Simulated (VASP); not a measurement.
A run of VASP 6.6.1 is set up as follows.

INCAR

```
  PREC = Accurate
  ENCUT = 600
  EDIFF = 1E-6
  ISMEAR = -1
  SIGMA = 0.05
  LREAL = False
  LASPH = True
  NELM = 150
  ALGO = Normal
  ISIF = 3
  LWAVE = False
  LCHARG = False
  LMAXMIX = 4
  LDAU = True
  LDAUTYPE = 2
  LDAUL = 2 -1
  LDAUU = 6 0
  LDAUJ = 0 0
  LDAUPRINT = 1
  GGA = PS
  IBRION = 2
  NSW = 60
  EDIFFG = -0.01
```

KPOINTS

```
Automatic mesh
0
Gamma
  6 6 6
```

File POSCAR:

```
Zr3S2
1.0
    2.9025379727      1.6757810799      3.4877732718
   -2.9025379727      1.6757810799      3.4877732718
    0.0000000000     -3.3515621597      3.4877732718
Zr S
3 2
Direct
    0.8387270000      0.5000000000      0.1612730000
    0.5000000000      0.1612730000      0.8387270000
    0.1612730000      0.8387270000      0.5000000000
    0.6650230000      0.6650230000      0.6650230000
    0.3349770000      0.3349770000      0.3349770000
```

Potentials or basis: VASP PAW PBE potentials, release 64 (Zr_sv, S).

Launch:

```console
$ cat potpaw_PBE.64/Zr_sv/POTCAR potpaw_PBE.64/S/POTCAR > POTCAR
$ mpirun -np 1 vasp_std > vasp.out
```

Predict the relaxed volume.

21.30 Å³/atom.

What does it give for the space group after relaxing (to 0.1 Å)?

R32 (No. 155).

Final structure:
```cif
data_structure
_symmetry_space_group_name_H-M 'P 1'
_symmetry_Int_Tables_number 1
_cell_length_a 4.9180
_cell_length_b 4.9180
_cell_length_c 4.9180
_cell_angle_alpha 73.373
_cell_angle_beta 73.373
_cell_angle_gamma 73.373
_cell_volume 106.48
loop_
_atom_site_label
_atom_site_type_symbol
_atom_site_fract_x
_atom_site_fract_y
_atom_site_fract_z
_atom_site_occupancy
Zr1 Zr 0.83787 0.50000 0.16213 1
Zr2 Zr 0.50000 0.16213 0.83787 1
Zr3 Zr 0.16213 0.83787 0.50000 1
S1 S 0.66422 0.66422 0.66422 1
S2 S 0.33578 0.33578 0.33578 1
```

Caveat: the PAW data sets were made with another functional, which shifts forces and pressure a little; U without spin polarisation on a metal has little footing.
